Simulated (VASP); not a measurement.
# ZnRe (Pm) in VASP: a series of runs, part 2 of 2

VASP 6.6.1.

### 3 Single point, PBEsol

INCAR

```
PREC = Accurate
ENCUT = 520
EDIFF = 1E-6
ISMEAR = 0
SIGMA = 0.15
LREAL = F
LASPH = T
NELM = 100
ALGO = Normal
ISIF = 2
LWAVE = F
LCHARG = F
GGA = PS
NBANDS = 16
```

KPOINTS

```
regular mesh
0
Gamma
  21 21 10
```

POSCAR

```
ZnRe
1.0
    2.7482183437      0.0000000000      0.0000000000
   -1.3741091718      2.3800269008      0.0000000000
    0.0000000000      0.0000000000      4.4940660000
Zn Re
1 1
Direct
    0.0000000000      0.0000000000      0.0000000000
    0.2787525172      0.6120858506      0.5000000000
```

Potentials or basis: VASP PAW PBE potentials, release 64 (Zn, Re).

On the command line:

```console
$ cat potpaw_PBE.64/Zn/POTCAR potpaw_PBE.64/Re/POTCAR > POTCAR
$ mpirun -np 1 vasp_std > vasp.out
```

OUTCAR:

```text
PREC = Accurate
   ENCUT = 520
   EDIFF = 1E-6
   ISMEAR = 0
   LREAL = F
   LASPH = T
   NELM = 100
   ISIF = 2
   GGA = PS

 ion  position               nearest neighbor table
   1  0.000  0.000  0.000-   2 2.68   2 2.68   2 2.75   2 2.75   2 2.83   2 2.83
   2  0.279  0.612  0.500-   1 2.68   1 2.68   1 2.75   1 2.75   1 2.83   1 2.83

  LATTYP: Found a hexagonal cell.
 ALAT       =     2.7482183437
 C/A-ratio  =     1.6352652657

  Lattice vectors:

 A1 = (   2.7482183437,   0.0000000000,   0.0000000000)
 A2 = (  -1.3741091718,   2.3800269008,   0.0000000000)
 A3 = (   0.0000000000,   0.0000000000,   4.4940660000)

Analysis of symmetry for initial positions (statically):
=====================================================================
 Subroutine PRICEL returns:
 Original cell was already a primitive cell.

 Routine SETGRP: Setting up the symmetry group for a
 hexagonal supercell.

 Subroutine GETGRP returns: Found  2 space group operations
 (whereof  2 operations were pure point group operations)
 out of a pool of 24 trial point group operations.

The static configuration has the point symmetry C_1h.

Analysis of symmetry for dynamics (positions and initial velocities):
=====================================================================
 Subroutine PRICEL returns:
 Original cell was already a primitive cell.

 Routine SETGRP: Setting up the symmetry group for a
 hexagonal supercell.

 Subroutine GETGRP returns: Found  2 space group operations
 (whereof  2 operations were pure point group operations)
 out of a pool of 24 trial point group operations.

The dynamic configuration has the point symmetry C_1h.

 Subroutine INISYM returns: Found  2 space group operations
 (whereof  2 operations are pure point group operations),
 and found     1 'primitive' translations

----------------------------------------------------------------------------------------

                                     Primitive cell

  volume of cell :      29.3949

  direct lattice vectors                    reciprocal lattice vectors
     2.748218344  0.000000000  0.000000000     0.363872107  0.210081659  0.000000000
    -1.374109172  2.380026901  0.000000000     0.000000000  0.420163318  0.000000000
     0.000000000  0.000000000  4.494066000     0.000000000  0.000000000  0.222515646

  length of vectors
     2.748218344  2.748218344  4.494066000     0.420163318  0.420163318  0.222515646

  position of ions in fractional coordinates (direct lattice)
     0.000000000  0.000000000  0.000000000
     0.278752517  0.612085851  0.500000000

  ion indices of the primitive-cell ions
   primitive index   ion index
                 1           1
                 2           2

----------------------------------------------------------------------------------------

 KPOINTS: regular mesh

Automatic generation of k-mesh.
 Grid dimensions read from file:
 generate k-points for:   21   21   10

 Generating k-lattice:

  Cartesian coordinates                     Fractional coordinates (reciprocal lattice)
     0.017327243  0.010003889  0.000000000     0.047619048  0.000000000  0.000000000
     0.000000000  0.020007777  0.000000000     0.000000000  0.047619048  0.000000000
     0.000000000  0.000000000  0.022251565     0.000000000  0.000000000  0.100000000

  Length of vectors
     0.020007777  0.020007777  0.022251565

  Shift w.r.t. Gamma in fractional coordinates (k-lattice)
     0.000000000  0.000000000  0.000000000

 Subroutine IBZKPT returns following result:
 ===========================================

 Found   1326 irreducible k-points:

 Following reciprocal coordinates:
            Coordinates               Weight
  0.000000  0.000000  0.000000      1.000000
  0.047619  0.000000  0.000000      2.000000
  0.000000  0.047619  0.000000      2.000000
 -0.047619  0.047619  0.000000      2.000000
  0.095238  0.000000  0.000000      2.000000
  0.000000  0.095238  0.000000      2.000000
[... 16 lines left out ...]
  0.380952  0.000000  0.000000      2.000000
  0.000000  0.380952  0.000000      2.000000
 [... further k-points ...]
   k-points           NKPTS =   1326   k-points in BZ     NKDIM =   1326   number of bands    NBANDS=     16
   number of dos      NEDOS =    301   number of ions     NIONS =      2
   total plane-waves  NPLWV =  14400
   dimension x,y,z NGX =    20 NGY =   20 NGZ =   36
   dimension x,y,z NGXF=    40 NGYF=   40 NGZF=   72
   ions per type =               1   1
   NGX,Y,Z   is equivalent  to a cutoff of  12.10, 12.10, 13.32 a.u.
   NGXF,Y,Z  is equivalent  to a cutoff of  24.20, 24.20, 26.63 a.u.
 SYSTEM =  unknown system
   PREC   = accura    normal or accurate (medium, high low for compatibility)
   ISTART =      0    job   : 0-new  1-cont  2-samecut
   ICHARG =      2    charge: 1-file 2-atom 10-const
   ISPIN  =      1    spin polarized calculation?
   LNONCOLLINEAR =      F non collinear calculations
   LSORBIT =      F    spin-orbit coupling
   LASPH  =      T    aspherical Exc in radial PAW
   ENCUT  =  520.0 eV  38.22 Ry    6.18 a.u.   5.11  5.11  8.36*2*pi/ulx,y,z
   NELM   =    100;   NELMIN=  2; NELMDL= -5     # of ELM steps
   EDIFF  = 0.1E-05   stopping-criterion for ELM
   LREAL  =      F    real-space projection
   EDIFFG = 0.1E-04   stopping-criterion for IOM
   NSW    =      0    number of steps for IOM
   IBRION =     -1    ionic relax: 0-MD 1-quasi-New 2-CG
   NFREE  =      0    steps in history (QN), initial steepest desc. (CG)
   ISIF   =      2    stress and relaxation
   ISYM   =      2    0-nonsym 1-usesym 2-fastsym
   POTIM  = 0.5000    time-step for ionic-motion
   TEBEG  =    0.0;   TEEND  =   0.0 temperature during run
   PSTRESS=    0.0 pullay stress
   NELECT =      19.0000    total number of electrons
   NUPDOWN=      -1.0000    fix difference up-down
   EMIN   =  10.00;   EMAX   =-10.00  energy-range for DOS
   EFERMI =   0.00;   METHOD = LEGACY
   ISMEAR =     0;   SIGMA  =   0.15  broadening in eV -4-tet -1-fermi 0-gaus
   EFERMI_NEDOS =   21; number of points for ismear=-14 and -15
   IALGO  =     38    algorithm
   IMIX   =      4    mixing-type and parameters
     AMIX     =   0.40;   BMIX     =  1.00
     AMIX_MAG =   1.60;   BMIX_MAG =  1.00
  volume/ion in A,a.u.               =      14.70        99.18
  Fermi-wavevector in a.u.,A,eV,Ry     =   1.415474  2.674858 27.260173  2.003566
  Thomas-Fermi vector in A             =   2.536909
   LORBIT       =      0    0 simple, 1 ext, 2 COOP (PROOUT), +10 PAW based schemes
   GGA     = PS    functional components
   LHFCALC =     F    Hartree Fock is set to
   AEXX    =    0.0000 exact exchange contribution
   IVDW    =     0    specifies the selected vdW correction
   LEPSILON=     F    determine dielectric tensor
   LRPA    =     F    only Hartree local field effects (RPA)
 non-spin polarized calculation
 Gauss-broadening in eV      SIGMA  =   0.15
  energy-cutoff  :      520.00
  volume of cell :       29.39
 maximum number of plane-waves:       804
   NGX = 11   NGY = 11   NGZ = 17

 number of electron      19.0000012 magnetization

 Free energy of the ion-electron system (eV)
  ---------------------------------------------------
  ext. energy  EPLUGINS =         0.00000000
  ---------------------------------------------------
  free energy    TOTEN  =       -14.42831300 eV

  energy without entropy =      -14.41429331  energy(sigma->0) =      -14.42130315

 E-fermi :   5.3370     XC(G=0): -12.9090

 val. band max:        5.3363261917   @ k =   0.4762   0.4286   0.3000
 cond. band min:       5.3370672122   @ k =   0.3810   0.0952   0.3000
 fundamental gap:      0.0007410205
 Fermi energy:         5.3369773097

 k-point     1 :       0.0000    0.0000    0.0000
  band No.  band energies     occupation
      1      -4.9250      2.00000
      2      -2.5447      2.00000
      3      -1.9152      2.00000
      4      -1.9112      2.00000
      5      -1.5608      2.00000
      6      -1.5036      2.00000
[... 8 lines left out ...]
     15      22.2516      0.00000
     16      22.9755      0.00000

 k-point     2 :       0.0476    0.0000    0.0000
  band No.  band energies     occupation
      1      -4.8510      2.00000
      2      -2.5202      2.00000
      3      -1.9233      2.00000
      4      -1.8976      2.00000
      5      -1.5654      2.00000
      6      -1.5210      2.00000
[... 8 lines left out ...]
     15      21.7187      0.00000
     16      21.9844      0.00000
[... 387 lines left out ...]
      5      -1.3466      2.00000
      6      -0.6098      2.00000
[... 8 lines left out ...]
     15      16.0134      0.00000
     16      18.9687      0.00000

 k-point    24 :       0.0000    0.3810    0.0000
  band No.  band energies     occupation
      1      -2.5310      2.00000
      2      -2.1449      2.00000
      3      -1.9612      2.00000
      4      -1.6649      2.00000
      5      -1.3479      2.00000
      6      -0.7649      2.00000
[... 8 lines left out ...]
     15      16.0297      0.00000
     16      18.4896      0.00000

 [... further k-points ...]
[... 5 lines left out ...]
  --------------------------------------------------------------------------------------
  -------------------------------------------------------------------------------------
  Total       -1.8107349     -1.5337448     -1.4913362     -0.0988037      0.0000000      0.0000000
  in kB      -98.6944912    -83.5970856    -81.2855942     -5.3853157      0.0000000      0.0000000
  external PRESSURE =     -87.8590570 kB  Pullay stress =       0.0000000 kB

 VOLUME and BASIS-vectors are now :
 -----------------------------------------------------------------------------
  energy-cutoff  :      520.00
  volume of cell :       29.39
      direct lattice vectors                 reciprocal lattice vectors
     2.748218344  0.000000000  0.000000000     0.363872107  0.210081659  0.000000000
    -1.374109172  2.380026901  0.000000000     0.000000000  0.420163318  0.000000000
     0.000000000  0.000000000  4.494066000     0.000000000  0.000000000  0.222515646

 POSITION                                       TOTAL-FORCE (eV/Angst)
 -----------------------------------------------------------------------------------
      0.00000      0.00000      0.00000        -0.095332     -0.240300      0.000000
     -0.07500      1.45678      2.24703         0.095332      0.240300      0.000000
 -----------------------------------------------------------------------------------
    total drift:                               -0.000069     -0.000167     -0.000000

  FREE ENERGIE OF THE ION-ELECTRON SYSTEM (eV)
  ---------------------------------------------------
  free  energy   TOTEN  =       -14.4283130038 eV

  energy  without entropy=      -14.4142933051  energy(sigma->0) =      -14.42130315
```

OSZICAR:

```text
N       E                     dE             d eps       ncg     rms          rms(c)
DAV:   1     0.579976564099E+02    0.57998E+02   -0.95578E+03 63552   0.166E+03
DAV:   2    -0.133698102581E+02   -0.71367E+02   -0.67590E+02 64208   0.363E+02
DAV:   3    -0.154152877435E+02   -0.20455E+01   -0.20362E+01 62144   0.520E+01
DAV:   4    -0.154293280613E+02   -0.14040E-01   -0.14033E-01 52208   0.293E+00
DAV:   5    -0.154296136317E+02   -0.28557E-03   -0.28557E-03 65592   0.506E-01    0.256E+01
DAV:   6    -0.146282914177E+02    0.80132E+00   -0.14600E+00 70824   0.340E+01    0.102E+01
DAV:   7    -0.144536839148E+02    0.17461E+00   -0.51001E-01 74240   0.154E+01    0.930E-01
DAV:   8    -0.144334723449E+02    0.20212E-01   -0.61948E-02 71496   0.713E+00    0.866E-01
DAV:   9    -0.144287285463E+02    0.47438E-02   -0.71726E-03 69224   0.152E+00    0.327E-01
DAV:  10    -0.144283167496E+02    0.41180E-03   -0.48222E-04 67504   0.285E-01    0.579E-02
DAV:  11    -0.144283135484E+02    0.32012E-05   -0.34995E-05 75360   0.129E-01    0.853E-03
DAV:  12    -0.144283130038E+02    0.54455E-06   -0.37531E-06 48328   0.445E-02
   1 F= -.14428313E+02 E0= -.14421303E+02  d E =-.140197E-01
```

Wall time 8 min (1 thread of Intel Xeon Platinum 8488C (Sapphire Rapids), shared host); peak memory 0.73 GiB.

Results:

```
Free energy   : -14.4283 eV
Pressure      : -8.8 GPa
Largest force : 0.259 eV/Å
```

Forces in eV/Å, atoms in the order of the input:
```
Zn  -0.095 -0.240  0.000
Re   0.095  0.240  0.000
```

Stress tensor (GPa, compression positive):
```
-9.87 -0.54  0.00
-0.54 -8.36  0.00
 0.00  0.00 -8.13
```

Levels at points of the mesh, in eV from the Fermi level:
| k point | band 7 | band 8 | band 9 | band 10 | band 11 | band 12 |
| --- | --- | --- | --- | --- | --- | --- |
| (0.00, 0.00, 0.00) | -5.01 | -1.53 | -1.23 | -1.20 | 1.70 | 1.73 |
| (0.00, 0.00, 0.50) | -6.87 | -3.10 | -1.15 | -1.14 | 1.58 | 1.69 |

Caveat: the cell differs from its parent crystal (all Re atoms moved +0.150 Å, as atom 2 towards its neighbour atom 2 (Re) at 2.748 Å); the PAW data sets were made with another functional, which shifts forces and pressure a little; spin-orbit coupling is left out, which moves the levels of the heavy elements.
